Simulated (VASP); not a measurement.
**CdS (Hawleyite): single point with RPBE**

Crystal: CdS (Hawleyite).

```
Cd S
1.0
     0.00000    2.91650    2.91650
     2.91650    0.00000    2.91650
     2.91650    2.91650    0.00000
Cd S
1 1
Direct
  0.00000 0.00000 0.00000
  0.75000 0.75000 0.75000
```

```yaml
Program: VASP 6.6.1
Task: single point
Functional: RPBE
Potentials_or_basis: VASP PAW PBE potentials, release 64 (Cd, S)
Cutoff: 520 eV
k_mesh: 8 × 8 × 8
Occupations: fermi-dirac, width 0.05 eV
Spin: no spin polarisation
```

```json
{
  "Pressure": "5.4 GPa",
  "Band gap on the k mesh": "1.33 eV, direct"
}
```

Levels at points of the mesh, in eV from the valence-band top:
| k point | band 6 | band 7 | band 8 | band 9 | band 10 | band 11 | band 12 | band 13 |
| --- | --- | --- | --- | --- | --- | --- | --- | --- |
| (0.00, 0.00, 0.00) | -7.25 | 0.00 | 0.00 | 0.00 | 1.33 | 6.63 | 6.63 | 6.63 |
| (0.50, 0.00, 0.00) | -6.87 | -4.34 | -0.74 | -0.74 | 3.15 | 7.10 | 7.10 | 7.69 |
| (0.50, 0.50, 0.00) | -6.80 | -3.91 | -1.86 | -1.86 | 3.74 | 4.45 | 9.45 | 10.91 |

Run time: 38 s on 1 thread of Intel Xeon 6975P-C (shared host), peak memory 0.18 GiB.

Caveat: the PAW data sets were made with another functional, which shifts forces and pressure a little. A hybrid or GW would open this gap; RPBE tends to underestimate it.
